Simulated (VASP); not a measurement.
## BN: single point with PBE

The system is BN.

```
B N
1.0
     0.00000   -1.81239   -1.81239
    -1.81239    0.00000   -1.81239
     1.81239    1.81239   -3.62479
B N
2 2
Direct
  0.96025 0.02561 0.00000
  0.53975 0.47439 0.50000
  0.33432 0.40121 0.87500
  0.91568 0.84879 0.37500
```

This cell differs from its parent crystal: mode 4 frozen in at -0.034 Å and mode 5 at +0.085 Å (largest displacements).

```yaml
Program: VASP 6.6.1
Task: single point
Functional: PBE
Potentials_or_basis: VASP PAW PBE potentials, release 64 (B, N)
Cutoff: 520 eV
k_mesh: 6 × 6 × 6
Occupations: gaussian, width 0.05 eV
Spin: no spin polarisation
Dipole_correction: no
Further_INCAR_settings: ALGO = Normal; EDIFF = 1e-06; NBANDS = 16
```

```
Pressure               : 0.0 GPa
Largest force          : 1.117 eV/Å
Band gap on the k mesh : 4.29 eV, indirect (least direct gap 6.25 eV)
```

Forces in eV/Å, atoms in the order of the input:
```
B    0.430 -0.667 -0.246
B   -0.421  0.649  0.225
N    0.573 -0.877 -0.309
N   -0.581  0.895  0.331
```

Stress tensor (GPa, compression positive):
```
 0.32  0.81 -0.20
 0.81 -1.84 -0.61
-0.20 -0.61  1.40
```

Levels at points of the mesh, in eV from the valence-band top:
```csv
k point,band 5,band 6,band 7,band 8,band 9,band 10,band 11,band 12
"(0.00, 0.00, 0.00)",-1.97,-0.21,-0.13,0.00,8.44,8.66,8.71,9.79
"(0.50, 0.00, 0.00)",-5.41,-4.77,-3.74,-3.70,7.12,7.51,11.77,13.28
"(0.00, 0.50, 0.00)",-5.38,-4.98,-3.68,-3.65,7.24,7.46,11.89,13.15
"(0.50, 0.50, 0.50)",-5.33,-5.11,-3.66,-3.64,7.31,7.42,12.07,12.78
"(0.50, 0.50, 0.00)",-4.96,-4.88,-2.15,-1.91,4.35,9.16,9.74,10.45
"(0.00, 0.50, 0.50)",-4.95,-4.90,-2.12,-1.92,4.33,9.03,9.78,10.45
"(0.50, 0.00, 0.50)",-4.96,-4.90,-2.04,-1.96,4.29,8.79,9.85,10.58
"(0.00, 0.00, 0.50)",-1.38,-1.38,-1.04,-1.03,8.84,9.07,9.72,10.31
```

Wall time 19 s on 1 thread of Intel(R) Xeon(R) 6975P-C (Granite Rapids) (shared host), peak memory 0.15 GiB.

Caveat: the k points lie up to 0.48 Å⁻¹ apart; the cell differs from its parent crystal (mode 4 frozen in at -0.034 Å and mode 5 at +0.085 Å (largest displacements)); forces of over 1 eV/Å act on the atoms, so gaps and moduli don't describe the material at rest. A k mesh can miss the band edges.
